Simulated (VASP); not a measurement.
Crystal: NaF.

```
CELL_PARAMETERS angstrom
0.00000 2.29724 2.29724
2.29724 0.00000 2.29724
2.29724 2.29724 0.00000
ATOMIC_POSITIONS crystal
Na 0.00000 0.00000 0.00000
F 0.50000 0.50000 0.50000
```

Base run:

```yaml
Program: VASP 6.6.1
Functional: HSE06
Potentials_or_basis: VASP PAW PBE potentials, release 64 (Na_pv, F)
Cutoff: 520 eV
k_mesh: 6 × 6 × 6
Occupations: gaussian, width 0.01 eV
Spin: no spin polarisation
```

Its results: band gap on the k mesh 8.60 eV; pressure 1.6 GPa.

Question: The run is repeated on the same cell with these changes: functional from HSE06 to r2SCAN. What comes out?

Answer: Band gap on the k mesh 7.32 eV; pressure -0.8 GPa.

Caveats: the PAW data sets were made with another functional, which shifts forces and pressure a little.

